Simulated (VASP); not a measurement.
# BiTe (Immm) in VASP: a series of runs

Runs on BiTe. Level: LDA. Tasks: single point.

Program: VASP 6.6.1. These are calculated values, not measurements. Logs are shortened: lines on timing, memory, paths and dates and some standing lists are left out, and cuts for length are marked.

### Step 1. The cell of the first run

Symmetry: Immm, No. 71, orthorhombic system. Conventional cell: a = 4.558 Å, b = 4.592 Å, c = 6.470 Å, α = 90.00°, β = 90.00°, γ = 90.00°. Within 4.3 Å of Bi (site symmetry mmm) lie 6 Te at 3.23 to 3.24 Å. Te (site symmetry mmm) has 6 Bi at 3.23 to 3.24 Å within 4.3 Å.

### Step 2. Single point, LDA (strain +0.0075 x Voigt [0, 0, 0, 1, 0, 0])

INCAR

```
SYSTEM = BiTe
ALGO = Normal ; EDIFF = 1E-7
ENCUT = 520 ; ISIF = 2
ISMEAR = 1 ; LASPH = .TRUE.
LCHARG = .FALSE. ; LREAL = .FALSE.
LWAVE = .FALSE. ; NBANDS = 18
NELM = 60 ; PREC = Accurate
SIGMA = 0.02
```

KPOINTS

```
k-points
0
G
  14 14 14
  0 0 0
```

POSCAR

```
BiTe
1.0
    0.0000000000      3.2471312500      3.2471312500
    3.2350000000      0.0121312500      3.2350000000
    3.2350000000      3.2350000000      0.0121312500
Bi Te
1 1
Direct
    0.0000000000      0.0000000000      0.0000000000
    0.5000000000      0.5000000000      0.5000000000
```

Potentials or basis: VASP PAW LDA potentials, release 64 (Bi_d, Te).

Command:

```sh
$ cat potpaw_LDA.64/Bi_d/POTCAR potpaw_LDA.64/Te/POTCAR > POTCAR
$ mpirun -np 1 vasp_std > vasp.out
```

OUTCAR:

```text
SYSTEM = BiTe
   EDIFF = 1E-7
   ENCUT = 520
   ISIF = 2
   ISMEAR = 1
   LASPH = .TRUE.
   LREAL = .FALSE.
   NELM = 60
   PREC = Accurate

 ion  position               nearest neighbor table
   1  0.000  0.000  0.000-   2 3.23   2 3.23   2 3.24   2 3.24   2 3.24   2 3.24
   2  0.500  0.500  0.500-   1 3.23   1 3.23   1 3.24   1 3.24   1 3.24   1 3.24

  LATTYP: Found a body centered orthorhombic cell.
 ALAT       =     4.5578246960
 B/A-ratio  =     1.0075282309
 C/A-ratio  =     1.4195368255

  Lattice vectors:

 A1 = (  -3.2350000000,   3.2350000000,   0.0121312500)
 A2 = (  -3.2350000000,  -3.2350000000,  -0.0121312500)
 A3 = (   3.2350000000,   0.0121312500,   3.2350000000)

Analysis of symmetry for initial positions (statically):
=====================================================================
 Subroutine PRICEL returns:
 Original cell was already a primitive cell.

 Routine SETGRP: Setting up the symmetry group for a
 body centered orthorhombic supercell.

 Subroutine GETGRP returns: Found  8 space group operations
 (whereof  8 operations were pure point group operations)
 out of a pool of  8 trial point group operations.

The static configuration has the point symmetry D_2h.

Analysis of symmetry for dynamics (positions and initial velocities):
=====================================================================
 Subroutine PRICEL returns:
 Original cell was already a primitive cell.

 Routine SETGRP: Setting up the symmetry group for a
 body centered orthorhombic supercell.

 Subroutine GETGRP returns: Found  8 space group operations
 (whereof  8 operations were pure point group operations)
 out of a pool of  8 trial point group operations.

The dynamic configuration has the point symmetry D_2h.

 Subroutine INISYM returns: Found  8 space group operations
 (whereof  8 operations are pure point group operations),
 and found     1 'primitive' translations

----------------------------------------------------------------------------------------

                                     Primitive cell

  volume of cell :      67.7091

  direct lattice vectors                    reciprocal lattice vectors
     0.000000000  3.247131250  3.247131250    -0.154559505  0.153982073  0.153982073
     3.235000000  0.012131250  3.235000000     0.154559505 -0.155141285  0.155141285
     3.235000000  3.235000000  0.012131250     0.154559505  0.155141285 -0.155141285

  length of vectors
     4.592137053  4.574996958  4.574996958     0.267038570  0.268377118  0.268377118

  position of ions in fractional coordinates (direct lattice)
     0.000000000  0.000000000  0.000000000
     0.500000000  0.500000000  0.500000000

  ion indices of the primitive-cell ions
   primitive index   ion index
                 1           1
                 2           2

----------------------------------------------------------------------------------------

 KPOINTS: k-points

Automatic generation of k-mesh.
 Grid dimensions read from file:
 generate k-points for:   14   14   14

 Generating k-lattice:

  Cartesian coordinates                     Fractional coordinates (reciprocal lattice)
    -0.011039965  0.010998719  0.010998719     0.071428571  0.000000000 -0.000000000
     0.011039965 -0.011081520  0.011081520     0.000000000  0.071428571  0.000000000
     0.011039965  0.011081520 -0.011081520     0.000000000  0.000000000  0.071428571

  Length of vectors
     0.019074184  0.019169794  0.019169794

  Shift w.r.t. Gamma in fractional coordinates (k-lattice)
     0.000000000  0.000000000  0.000000000

 Subroutine IBZKPT returns following result:
 ===========================================

 Found    428 irreducible k-points:

 Following reciprocal coordinates:
            Coordinates               Weight
  0.000000  0.000000  0.000000      1.000000
  0.071429  0.000000  0.000000      4.000000
  0.142857  0.000000  0.000000      4.000000
  0.214286  0.000000  0.000000      4.000000
  0.285714  0.000000  0.000000      4.000000
  0.357143  0.000000  0.000000      4.000000
[... 16 lines left out ...]
  0.000000  0.142857 -0.000000      4.000000
  0.071429  0.142857 -0.000000      8.000000
 [... further k-points ...]
   k-points           NKPTS =    428   k-points in BZ     NKDIM =    428   number of bands    NBANDS=     18
   number of dos      NEDOS =    301   number of ions     NIONS =      2
   total plane-waves  NPLWV =  46656
   dimension x,y,z NGX =    36 NGY =   36 NGZ =   36
   dimension x,y,z NGXF=    72 NGYF=   72 NGZF=   72
   ions per type =               1   1
   NGX,Y,Z   is equivalent  to a cutoff of  13.03, 13.08, 13.08 a.u.
   NGXF,Y,Z  is equivalent  to a cutoff of  26.07, 26.16, 26.16 a.u.
 SYSTEM =  BiTe
   PREC   = accura    normal or accurate (medium, high low for compatibility)
   ISTART =      0    job   : 0-new  1-cont  2-samecut
   ICHARG =      2    charge: 1-file 2-atom 10-const
   ISPIN  =      1    spin polarized calculation?
   LNONCOLLINEAR =      F non collinear calculations
   LSORBIT =      F    spin-orbit coupling
   LASPH  =      T    aspherical Exc in radial PAW
   ENCUT  =  520.0 eV  38.22 Ry    6.18 a.u.   8.54  8.51  8.51*2*pi/ulx,y,z
   NELM   =     60;   NELMIN=  2; NELMDL= -5     # of ELM steps
   EDIFF  = 0.1E-06   stopping-criterion for ELM
   LREAL  =      F    real-space projection
   EDIFFG = 0.1E-05   stopping-criterion for IOM
   NSW    =      0    number of steps for IOM
   IBRION =     -1    ionic relax: 0-MD 1-quasi-New 2-CG
   NFREE  =      0    steps in history (QN), initial steepest desc. (CG)
   ISIF   =      2    stress and relaxation
   ISYM   =      2    0-nonsym 1-usesym 2-fastsym
   POTIM  = 0.5000    time-step for ionic-motion
   TEBEG  =    0.0;   TEEND  =   0.0 temperature during run
   PSTRESS=    0.0 pullay stress
   NELECT =      21.0000    total number of electrons
   NUPDOWN=      -1.0000    fix difference up-down
   EMIN   =  10.00;   EMAX   =-10.00  energy-range for DOS
   EFERMI =   0.00;   METHOD = LEGACY
   ISMEAR =     1;   SIGMA  =   0.02  broadening in eV -4-tet -1-fermi 0-gaus
   EFERMI_NEDOS =   21; number of points for ismear=-14 and -15
   IALGO  =     38    algorithm
   IMIX   =      4    mixing-type and parameters
     AMIX     =   0.40;   BMIX     =  1.00
     AMIX_MAG =   1.60;   BMIX_MAG =  1.00
  volume/ion in A,a.u.               =      33.85       228.46
  Fermi-wavevector in a.u.,A,eV,Ry     =   1.108151  2.094102 16.707941  1.227999
  Thomas-Fermi vector in A             =   2.244675
   LORBIT       =      0    0 simple, 1 ext, 2 COOP (PROOUT), +10 PAW based schemes
   GGA     = CA    functional components
   LHFCALC =     F    Hartree Fock is set to
   AEXX    =    0.0000 exact exchange contribution
   IVDW    =     0    specifies the selected vdW correction
   LEPSILON=     F    determine dielectric tensor
   LRPA    =     F    only Hartree local field effects (RPA)
 non-spin polarized calculation
 Methfessel and Paxton  Order N= 1 SIGMA  =   0.02
  energy-cutoff  :      520.00
  volume of cell :       67.71
 maximum number of plane-waves:      1849
 NGX is ok and might be reduce to    36
   NGX = 17   NGY = 17   NGZ = 17

 number of electron      21.0000001 magnetization

 Free energy of the ion-electron system (eV)
  ---------------------------------------------------
  ext. energy  EPLUGINS =         0.00000000
  ---------------------------------------------------
  free energy    TOTEN  =        -8.48704587 eV

  energy without entropy =       -8.48709068  energy(sigma->0) =       -8.48706081

 E-fermi :   6.4559     XC(G=0):  -9.6758

 val. band max:        6.4467828668   @ k =   0.0000  -0.4286   0.1429
 cond. band min:       6.4560582457   @ k =  -0.0714  -0.3571   0.0714
 fundamental gap:      0.0092753789
 Fermi energy:         6.4559251478

 k-point     1 :       0.0000    0.0000    0.0000
  band No.  band energies     occupation
      1     -16.6393      2.00000
      2     -16.6385      2.00000
      3     -16.6321      2.00000
      4     -16.6317      2.00000
      5     -16.6313      2.00000
      6      -7.0953      2.00000
[... 10 lines left out ...]
     17      12.4955      0.00000
     18      12.9340      0.00000

 k-point     2 :       0.0714    0.0000    0.0000
  band No.  band energies     occupation
      1     -16.6395      2.00000
      2     -16.6387      2.00000
      3     -16.6318      2.00000
      4     -16.6316      2.00000
      5     -16.6311      2.00000
      6      -7.0499      2.00000
[... 10 lines left out ...]
     17      12.8190      0.00000
     18      13.3041      0.00000

 k-point     3 :       0.1429    0.0000    0.0000
  band No.  band energies     occupation
      1     -16.6401      2.00000
      2     -16.6392      2.00000
      3     -16.6313      2.00000
      4     -16.6310      2.00000
      5     -16.6303      2.00000
      6      -6.9144      2.00000
[... 10 lines left out ...]
     17      13.6205      0.00000
     18      14.0807      0.00000

 k-point     4 :       0.2143    0.0000    0.0000
  band No.  band energies     occupation
      1     -16.6410      2.00000
      2     -16.6400      2.00000
      3     -16.6308      2.00000
      4     -16.6297      2.00000
      5     -16.6290      2.00000
      6      -6.6907      2.00000
[... 375 lines left out ...]
      4     -16.6310      2.00000
      5     -16.6308      2.00000
      6      -6.9742      2.00000
[... 10 lines left out ...]
     17      12.9513      0.00000
     18      13.8100      0.00000

 k-point    23 :       0.0000    0.1429   -0.0000
  band No.  band energies     occupation
      1     -16.6399      2.00000
      2     -16.6392      2.00000
      3     -16.6316      2.00000
      4     -16.6306      2.00000
      5     -16.6304      2.00000
      6      -6.9131      2.00000
[... 10 lines left out ...]
     17      13.6343      0.00000
     18      14.0948      0.00000

 k-point    24 :       0.0714    0.1429   -0.0000
  band No.  band energies     occupation
      1     -16.6402      2.00000
      2     -16.6388      2.00000
      3     -16.6321      2.00000
      4     -16.6306      2.00000
      5     -16.6302      2.00000
      6      -6.9289      2.00000
[... 10 lines left out ...]
     17      13.1102      0.00000
     18      13.5024      0.00000

 [... further k-points ...]

------------------------ aborting loop because EDIFF is reached ----------------------------------------

  FORCE on cell =-STRESS in cart. coord.  units (eV):
  Direction    XX          YY          ZZ          XY          YZ          ZX
  --------------------------------------------------------------------------------------
  -------------------------------------------------------------------------------------
  Total       -1.1620796     -1.1607868     -1.1607868     -0.0000000      0.0164173      0.0000000
  in kB      -27.4979112    -27.4673205    -27.4673205     -0.0000000      0.3884783      0.0000000
  external PRESSURE =     -27.4775174 kB  Pullay stress =       0.0000000 kB

 VOLUME and BASIS-vectors are now :
 -----------------------------------------------------------------------------
  energy-cutoff  :      520.00
  volume of cell :       67.71
      direct lattice vectors                 reciprocal lattice vectors
     0.000000000  3.247131250  3.247131250    -0.154559505  0.153982073  0.153982073
     3.235000000  0.012131250  3.235000000     0.154559505 -0.155141285  0.155141285
     3.235000000  3.235000000  0.012131250     0.154559505  0.155141285 -0.155141285

 POSITION                                       TOTAL-FORCE (eV/Angst)
 -----------------------------------------------------------------------------------
      0.00000      0.00000      0.00000        -0.000000      0.000000      0.000000
      3.23500      3.24713      3.24713         0.000000     -0.000000     -0.000000
 -----------------------------------------------------------------------------------
    total drift:                               -0.000000      0.000000      0.000000

  FREE ENERGIE OF THE ION-ELECTRON SYSTEM (eV)
  ---------------------------------------------------
  free  energy   TOTEN  =        -8.4870458669 eV

  energy  without entropy=       -8.4870906812  energy(sigma->0) =       -8.48706081
```

Wall time 3.1 min (1 thread of Intel Xeon 6975P-C (Granite Rapids), shared host); peak memory 0.59 GiB.

Results:

```
Free energy            : -8.4870 eV
Pressure               : -2.7 GPa
Band gap on the k mesh : zero (an odd number of electrons rules out a gap without spin polarisation)
```

Levels at points of the mesh, in eV from the Fermi level:
| k point | band 6 | band 7 | band 8 | band 9 | band 10 | band 11 | band 12 | band 13 | band 14 | band 15 |
| --- | --- | --- | --- | --- | --- | --- | --- | --- | --- | --- |
| (0.00, 0.00, 0.00) | -13.55 | -8.19 | -2.58 | -2.55 | -2.51 | 2.09 | 2.10 | 2.11 | 4.62 | 4.66 |
| (0.50, 0.00, 0.00) | -11.61 | -11.29 | -1.90 | -1.89 | -1.59 | -0.87 | -0.65 | -0.63 | 7.24 | 7.69 |
| (0.00, 0.50, 0.00) | -11.60 | -11.27 | -1.93 | -1.91 | -1.62 | -0.90 | -0.68 | -0.66 | 7.26 | 7.72 |
| (0.50, 0.50, 0.00) | -11.80 | -10.00 | -5.67 | -4.02 | -4.02 | 2.22 | 3.53 | 3.53 | 4.88 | 8.68 |
| (0.00, 0.50, 0.50) | -11.80 | -10.00 | -5.67 | -4.05 | -3.98 | 2.22 | 3.51 | 3.54 | 4.88 | 8.68 |

Caveat: the cell differs from its parent crystal (strain +0.0075 x Voigt [0, 0, 0, 1, 0, 0]); spin-orbit coupling is left out, which moves the levels of the heavy elements.

### Step 3. Single point, LDA (strain +0.0025 x Voigt [0, 0, 0, 1, 0, 0])

INCAR

```
ALGO = Normal ; EDIFF = 1E-6
ENCUT = 520 ; ISIF = 2
ISMEAR = 1 ; LASPH = T
LCHARG = F ; LREAL = F
LWAVE = F ; NBANDS = 18
NELM = 100 ; PREC = Accurate
SIGMA = 0.02
```

KPOINTS

```
k-points
0
Gamma
  14 14 14
```

POSCAR

```
BiTe
1.0
    0.0000000000      3.2390437500      3.2390437500
    3.2350000000      0.0040437500      3.2350000000
    3.2350000000      3.2350000000      0.0040437500
Bi Te
1 1
Direct
    0.0000000000      0.0000000000      0.0000000000
    0.5000000000      0.5000000000      0.5000000000
```

Potentials or basis: VASP PAW LDA potentials, release 64 (Bi_d, Te).

Command:

```sh
$ cat potpaw_LDA.64/Bi_d/POTCAR potpaw_LDA.64/Te/POTCAR > POTCAR
$ mpirun -np 1 vasp_std > vasp.out
```

Run time: 2.3 min. Hardware: 1 thread of Intel Xeon 6975P-C (Granite Rapids), shared host; peak memory 0.58 GiB.

The run converged. Its results:

| Quantity | Value |
| --- | --- |
| Free energy | -8.4870 eV |
| Pressure | -2.8 GPa |
| Band gap on the k mesh | zero (an odd number of electrons rules out a gap without spin polarisation) |

Levels at points of the mesh, in eV from the Fermi level:
```csv
k point,band 8,band 9,band 10,band 11,band 12,band 13
"(0.00, 0.00, 0.00)",-2.56,-2.55,-2.54,2.09,2.10,2.10
"(0.50, 0.00, 0.00)",-1.91,-1.90,-1.61,-0.88,-0.66,-0.65
"(0.00, 0.50, 0.00)",-1.92,-1.91,-1.61,-0.90,-0.67,-0.66
"(0.50, 0.50, 0.00)",-5.67,-4.02,-4.02,2.21,3.52,3.52
"(0.00, 0.50, 0.50)",-5.67,-4.03,-4.01,2.21,3.52,3.53
```

Caveat: the cell differs from its parent crystal (strain +0.0025 x Voigt [0, 0, 0, 1, 0, 0]); spin-orbit coupling is left out, which moves the levels of the heavy elements.
